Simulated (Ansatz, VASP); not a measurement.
One calculation of MnO2, two programs

```
CELL_PARAMETERS angstrom
2.79826 0.00000 0.00000
-1.39913 2.42337 0.00000
0.00000 0.00000 4.50744
ATOMIC_POSITIONS crystal
Mn 0.00000 0.00000 0.50000
O 0.33333 0.66667 0.70629
O 0.66667 0.33333 0.29371
```

Alike in both runs: task single point; functional LDA; k mesh 11 × 11 × 6; occupations fermi-dirac, width 0.05 eV; collinear spin.

|  | VASP | Ansatz |
| --- | --- | --- |
| version | VASP 6.6.1 | Ansatz 0.2.0 |
| potentials or method | VASP PAW LDA potentials, release 64 (Mn_pv, O) | Ansatz PAW |
| plane-wave cutoff (eV) | 520 | 420 |
| valence electrons in the cell | 25 | 27 |

|  | VASP | Ansatz | Ansatz less VASP |
| --- | --- | --- | --- |
| gap on the k mesh at the Fermi level (eV) | 0.07 | 0.20 | +0.133 |
| least direct gap on the mesh (eV) | 0.09 | 0.23 | +0.137 |
| pressure (GPa) | 5.6 | 4.3 | -1.33 |
| traceless stress, the component that is largest in VASP (GPa) | -1.79 | -1.30 | +0.485 |
| rms of the force components (eV/Å) | 0.237 | 0.183 | -0.0543 |
| net moment per atom (μB) | 1.00 | 1.00 | +0.003 |
| size of the moment on the site where the two differ most (μB) | 2.72 | 2.40 | -0.326 |

LDA's correlation is that of Perdew and Zunger in VASP and of Perdew and Wang (1992) in Ansatz. Site moments also hang on the region over which each program counts them. Atom by atom the forces differ by 0.054 eV/Å (rms over components). VASP's potentials hold 25 valence electrons a cell and Ansatz's 27, so a difference there can come from the potentials and not from the codes.

Noted on Ansatz's run: Pulay correction over one GPa; odd divisions of the mesh miss points on the zone boundary, where band edges often lie, so the gap on the mesh can be too wide.
